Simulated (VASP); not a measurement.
Input of a VASP 6.6.1 run:

POSCAR

```
HfO2
1.0
    3.5711159360      0.0000000000      0.0000000000
    0.0000000000      3.5711159360      0.0000000000
    0.0000000000      0.0000000000      5.1908984285
Hf O
2 4
Direct
    0.5000000000      0.5000000000      0.5000000000
    0.0000000000      0.0000000000      0.0000000000
    0.0000000000      0.5000000000      0.6972279705
    0.5000000000      0.0000000000      0.8027720295
    0.5000000000      0.0000000000      0.3027720295
    0.0000000000      0.5000000000      0.1972279705
```

File INCAR.step1:

```
SYSTEM = HfO2
ALGO     = Normal         ! electronic algorithm
EDIFF    = 1E-4           ! SCF threshold, eV
ENCUT    = 520            ! plane-wave cutoff, eV
GGA      = PE             ! functional
ISMEAR   = 0              ! smearing method
LASPH    = .TRUE.         ! aspherical terms in the spheres
LCHARG   = .FALSE.        ! write CHGCAR
LREAL    = .FALSE.        ! projectors in reciprocal space
LWAVE    = .TRUE.         ! write WAVECAR
NBANDS   = 31             ! bands
NELM     = 100            ! most SCF steps
PREC     = Accurate       ! precision mode
SIGMA    = 0.01           ! smearing width, eV
```

File INCAR.step2:

```
SYSTEM = HfO2
ALGO     = Normal         ! electronic algorithm
EDIFF    = 1E-6           ! SCF threshold, eV
ENCUT    = 520            ! plane-wave cutoff, eV
ISIF     = 2              ! what is computed and relaxed
ISMEAR   = 0              ! smearing method
ISTART   = 1            
IVDW     = 12             ! dispersion correction
LASPH    = .TRUE.         ! aspherical terms in the spheres
LCHARG   = .FALSE.        ! write CHGCAR
LMIXTAU  = .TRUE.       
LREAL    = .FALSE.        ! projectors in reciprocal space
LWAVE    = .FALSE.        ! write WAVECAR
METAGGA  = R2SCAN         ! meta-GGA
NBANDS   = 31             ! bands
NELM     = 100            ! most SCF steps
PREC     = Accurate       ! precision mode
SIGMA    = 0.01           ! smearing width, eV
VDW_A1   = 0.49484001   
VDW_A2   = 5.73083694   
VDW_S6   = 1.0          
VDW_S8   = 0.78981345
```

Contents of KPOINTS:

```
k-points
0
G
  4 4 3
  0 0 0
```

Potentials or basis: VASP PAW PBE potentials, release 64 (Hf_pv, O).

The run is started by

```console
$ cat potpaw_PBE.64/Hf_pv/POTCAR potpaw_PBE.64/O/POTCAR > POTCAR
$ cp INCAR.step1 INCAR
$ mpirun -np 1 vasp_std > vasp.out
$ cp INCAR.step2 INCAR
$ mpirun -np 1 vasp_std > vasp.out
```

**Question.** Estimate the band gap on the k mesh.

**Answer.** 5.26 eV, indirect (least direct gap 5.32 eV).

**Question.** Estimate the pressure.

**Answer.** -4.1 GPa.

**Question.** Predict the dispersion energy per atom.

**Answer.** -0.112 eV.

**Question.** Predict the largest force.

**Answer.** 0.067 eV/Å.

Forces in eV/Å, atoms in the order of the input:
```
Hf   0.000  0.000  0.000
Hf   0.000  0.000  0.000
O    0.000  0.000 -0.067
O    0.000  0.000  0.067
O    0.000  0.000  0.067
O    0.000  0.000 -0.067
```

Caveat: the k points lie up to 0.44 Å⁻¹ apart; three body term missing; the PAW data sets were made with another functional, which shifts forces and pressure a little; spin-orbit coupling is left out, which moves the levels of the heavy elements. A k mesh can miss the band edges.
